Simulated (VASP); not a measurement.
The system is Si.

```
Si
1.0
    -2.30285    2.30285    2.01128
     2.30285   -2.30285    2.01128
     2.30285    2.30285   -2.01128
Si
2
Direct
  0.26359 0.26359 0.00000
  0.73641 0.73641 0.00000
```

```yaml
Program: VASP 6.6.1
Task: relaxation of cell and atoms
Functional: PBE
Potentials_or_basis: VASP PAW PBE potentials, release 64 (Si)
Cutoff: 600 eV
k_mesh: 6 × 6 × 6
Occupations: gaussian, width 0.1 eV
Spin: no spin polarisation
```

At the start: pressure 17.4 GPa; volume 21.33 Å³/atom.

Question: How do energy, volume and symmetry change on relaxing?

Answer: Over 16 steps the energy falls by 1688.0 meV/atom and the volume is 17.52 Å³/atom (-17.9 %); space group I4/mmm (No. 139, to 0.05 Å).

The path:
| step | energy change (eV) | largest force (eV/Å) | pressure (GPa) | volume (Å³) |
| --- | --- | --- | --- | --- |
| 1 | 0.0000 | 5.0809 | 17.41 | 42.66 |
| 2 | -1.4040 | 0.7163 | -11.61 | 54.96 |
| 3 | -1.4035 | 0.7330 | -11.60 | 54.89 |
| 4 | -2.9387 | 0.3413 | -12.41 | 42.26 |
| 5 | 7.8282 | 17.1082 | 242.37 | 19.97 |
| 6 | -3.1266 | 0.5524 | -10.38 | 40.11 |
| 7 | -3.2731 | 1.1863 | -2.69 | 36.05 |
| 8 | -3.2745 | 1.0954 | -4.52 | 36.72 |
| 9 | -3.3270 | 0.3814 | 6.62 | 33.02 |
| 10 | -3.3633 | 0.3528 | 1.62 | 34.34 |
| 11 | -3.3633 | 0.3315 | 1.78 | 34.30 |
| 12 | -3.3709 | 0.0862 | -0.18 | 35.09 |
| 13 | -3.3717 | 0.0091 | 0.23 | 34.91 |
| 14 | -3.3751 | 0.0779 | -0.56 | 35.25 |
| 15 | -3.3751 | 0.0836 | -0.62 | 35.27 |
| 16 | -3.3761 | 0.0248 | 0.15 | 35.04 |

Final structure:
```xyz
2
Lattice="-1.6903 1.6903 3.0658 1.6903 -1.6903 3.0658 1.6903 1.6903 -3.0658" Properties=species:S:1:pos:R:3 pbc="T T T"
Si    0.0000    0.0000    1.1807
Si    0.0000    0.0000    4.9510
```

Caveat: the volume moved by over 15 % at a fixed basis, so the end points are rough.
